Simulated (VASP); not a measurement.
Bi:

```
CELL_PARAMETERS angstrom
3.21664 0.00000 0.00000
0.00000 3.20002 0.00000
-0.07991 0.00000 6.40064
ATOMIC_POSITIONS crystal
Bi 0.54425 0.00000 0.74958
Bi 0.45575 0.00000 0.25042
```

Base run:

- Program: VASP 6.6.1
- Functional: PBE
- Potentials or basis: VASP PAW PBE potentials, release 64 (Bi_d)
- Cutoff: 520 eV
- k mesh: 8 × 8 × 4
- Occupations: fermi-dirac, width 0.05 eV
- Spin: no spin polarisation

Its results: band gap on the k mesh zero (band 15 reaches 11.05 eV, above the bottom of band 16 at 4.60 eV); pressure 3.3 GPa; largest force 0.021 eV/Å.

Question: The run is repeated on the same cell with these changes: functional from PBE to LDA; potentials or basis from VASP PAW PBE potentials, release 64 (Bi_d) to VASP PAW LDA potentials, release 64 (Bi_d). What comes out?

Answer: Band gap on the k mesh zero (band 15 reaches 10.75 eV, above the bottom of band 16 at 4.35 eV); pressure -0.6 GPa; largest force 0.012 eV/Å.

Caveats: spin-orbit coupling is left out, which moves the levels of the heavy elements.
